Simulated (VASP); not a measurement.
Write the native input for VASP 6.6.1 that does the following.

* Task: single point
* Functional: PBE
* Potentials or basis: VASP PAW PBE potentials, release 64 (Fe, Cu, N)
* Cutoff: 520 eV
* k mesh: 14 × 14 × 14
* Occupations: gaussian, width 0.1 eV
* Spin: no spin polarisation
* Dipole correction: no
* Further INCAR settings: ALGO = Normal; EDIFF = 1e-06; NBANDS = 26

The structure of Fe2CuN2 lies in POSCAR:

```
Fe2CuN2
1.0
   -1.7207843061      1.7207843061      5.2659395480
    1.7207843061     -1.7207843061      5.2659395480
    1.7207843061      1.7207843061     -5.2659395480
Fe Cu N
2 1 2
Direct
    0.7500000000      0.2500000000      0.5000000000
    0.2500000000      0.7500000000      0.5000000000
    0.0000000000      0.0000000000      0.0000000000
    0.8256580000      0.8256580000      0.0000000000
    0.1743420000      0.1743420000      0.0000000000
```

These files were run (other wordings do the same):

INCAR

```
ALGO = Normal
EDIFF = 1E-6
ENCUT = 520
GGA = PE
ISIF = 2
ISMEAR = 0
LASPH = True
LCHARG = False
LREAL = False
LWAVE = False
NBANDS = 26
NELM = 60
PREC = Accurate
SIGMA = 0.1
```

KPOINTS

```
k-points
0
Gamma
  14 14 14
```

Potentials or basis: VASP PAW PBE potentials, release 64 (Fe, Cu, N).

Run with:

```console
$ cat potpaw_PBE.64/Fe/POTCAR potpaw_PBE.64/Cu/POTCAR potpaw_PBE.64/N/POTCAR > POTCAR
$ mpirun -np 1 vasp_std > vasp.out
```

Results of the run:

- Pressure: -0.2 GPa
- Largest force: 0.039 eV/Å

Caveat: the run has no spin polarisation, though such a crystal can be magnetic.

Wall time 15 min on 1 thread of Intel Xeon 6975P-C, with other jobs on the host, peak memory 0.62 GiB.
